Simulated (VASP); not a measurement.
Zr: single point with RPBE

Crystal: Zr.

```
Zr
1.0
     3.34465    0.00000    0.00000
    -1.67232    2.89655    0.00000
     0.00000    0.00000    5.34497
Zr
2
Direct
  0.33333 0.66667 0.25000
  0.66667 0.33333 0.75000
```

```json
{
 "Program": "VASP 6.6.1",
 "Task": "single point",
 "Functional": "RPBE",
 "Potentials or basis": "VASP PAW PBE potentials, release 64 (Zr_sv)",
 "Cutoff": "520 eV",
 "k mesh": "18 × 18 × 10",
 "Occupations": "fermi-dirac, width 0.1 eV",
 "Spin": "no spin polarisation",
 "Dipole correction": "no",
 "Further INCAR settings": "ALGO = Normal; EDIFF = 1e-07; NBANDS = 19"
}
```

```
Pressure               : -6.0 GPa
Band gap on the k mesh : zero (bands 12 and 13 overlap by 1.15 eV)
```

Stress tensor (GPa, compression positive):
```
-5.94  0.00  0.00
 0.00 -5.94  0.00
 0.00  0.00 -6.19
```

Levels at points of the mesh, in eV from the Fermi level:
| k point | band 9 | band 10 | band 11 | band 12 | band 13 | band 14 | band 15 | band 16 |
| --- | --- | --- | --- | --- | --- | --- | --- | --- |
| (0.00, 0.00, 0.00) | -5.42 | -2.73 | 0.80 | 0.87 | 0.87 | 0.96 | 1.46 | 1.46 |
| (0.50, 0.00, 0.00) | -2.34 | -2.19 | -1.82 | -0.37 | 0.60 | 0.69 | 1.30 | 4.34 |
| (0.00, 0.00, 0.50) | -3.85 | -3.85 | 0.07 | 0.07 | 0.79 | 0.79 | 0.79 | 0.79 |
| (0.50, 0.00, 0.50) | -2.54 | -2.54 | -0.86 | -0.86 | 1.30 | 1.30 | 2.04 | 2.04 |

Run time: 93 s on 1 thread of Intel(R) Xeon(R) 6975P-C (Granite Rapids), with other jobs on the host, peak memory 0.31 GiB.

Caveat: the cell stands under tension; the PAW data sets were made with another functional, which shifts forces and pressure a little.
